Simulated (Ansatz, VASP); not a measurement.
# HRh6: VASP beside Ansatz

File INCAR:

```
  ALGO = Fast
  DIPOL = 0.5 0.5 0.303
  EDIFF = 1E-6
  ENCUT = 520
  GGA = PE
  IDIPOL = 3
  ISIF = 2
  ISMEAR = 0
  LASPH = True
  LCHARG = False
  LDIPOL = True
  LREAL = False
  LWAVE = False
  NBANDS = 104
  NELM = 60
  PREC = Accurate
  SIGMA = 0.1
```

File KPOINTS:

```
k-points
0
Gamma
  6 6 1
```

The input POSCAR:

```
HRh6
1.0
    5.4165863251      0.0000000000      0.0000000000
   -2.7082931626      4.6909013593      0.0000000000
    0.0000000000      0.0000000000     22.2966119230
Rh H
12 2
Direct
    0.3333333333      0.1666666667      0.1793994538
    0.3333333333      0.6666666667      0.1793994538
    0.8333333333      0.1666666667      0.1793994538
    0.8333333333      0.6666666667      0.1793994538
    0.1666666667      0.3333333333      0.2757769167
    0.1666666667      0.8333333333      0.2757769167
    0.6666666667      0.3333333333      0.2757769167
    0.6666666667      0.8333333333      0.2757769167
    0.0000000000      0.0000000000      0.3721019118
    0.0000000000      0.5000000000      0.3721019118
    0.5000000000      0.0000000000      0.3721019118
    0.5000000000      0.5000000000      0.3721019118
    0.1870590048      0.3741180096      0.4640441319
    0.3129409952      0.6258819904      0.4640441319
```

Input for Ansatz:

```yaml
crystal:
  lattice:
    - [5.4165863251, 0.0, 0.0]
    - [-2.7082931626, 4.6909013593, 0.0]
    - [0.0, 0.0, 22.296611923]
  atoms:
    - { symbol: Rh, position: [0.3333333333, 0.1666666667, 0.1793994538] }
    - { symbol: Rh, position: [0.3333333333, 0.6666666667, 0.1793994538] }
    - { symbol: Rh, position: [0.8333333333, 0.1666666667, 0.1793994538] }
    - { symbol: Rh, position: [0.8333333333, 0.6666666667, 0.1793994538] }
    - { symbol: Rh, position: [0.1666666667, 0.3333333333, 0.2757769167] }
    - { symbol: Rh, position: [0.1666666667, 0.8333333333, 0.2757769167] }
    - { symbol: Rh, position: [0.6666666667, 0.3333333333, 0.2757769167] }
    - { symbol: Rh, position: [0.6666666667, 0.8333333333, 0.2757769167] }
    - { symbol: Rh, position: [0.0, 0.0, 0.3721019118] }
    - { symbol: Rh, position: [0.0, 0.5, 0.3721019118] }
    - { symbol: Rh, position: [0.5, 0.0, 0.3721019118] }
    - { symbol: Rh, position: [0.5, 0.5, 0.3721019118] }
    - { symbol: H, position: [0.1870590048, 0.3741180096, 0.4640441319] }
    - { symbol: H, position: [0.3129409952, 0.6258819904, 0.4640441319] }
basis:
  ecutwfc: 420
kpoints:
  mp_grid: { grid: [6, 6, 1] }
hamiltonian:
  xc: pbe
  pseudopotentials: { kind: paw, azcp: { folder: soft_1 } }
scf:
  occupations: { method: gaussian, width: 0.1 }
output:
  forces: true
  eigenvalues: true
efield:
  axis: 3
  dipole_correction: true
  ramp_width: 0.04
```

Alike in both runs: task single point; functional PBE; k mesh 6 × 6 × 1; occupations gaussian, width 0.1 eV; no spin polarisation.

|  | VASP | Ansatz |
| --- | --- | --- |
| version | VASP 6.6.1 | Ansatz 0.2.0 |
| potentials or method | VASP PAW PBE potentials, release 64 (Rh_pv, H), cutoff 520 eV | scalar-relativistic, plane waves, PAW |
| valence electrons in the cell | 182 | 206 |

|  | VASP | Ansatz | Ansatz less VASP |
| --- | --- | --- | --- |
| gap on the k mesh at the Fermi level (eV) | none | none | - |
| rms of the force components (eV/Å) | 0.653 | 0.652 | -0.0006 |

Atom by atom the forces differ by 0.001 eV/Å (rms over components). A gap of «none» marks a metal or a gap that the smearing closes. VASP's potentials hold 182 valence electrons a cell and Ansatz's 206, so a difference there can come from the potentials and not from the codes.
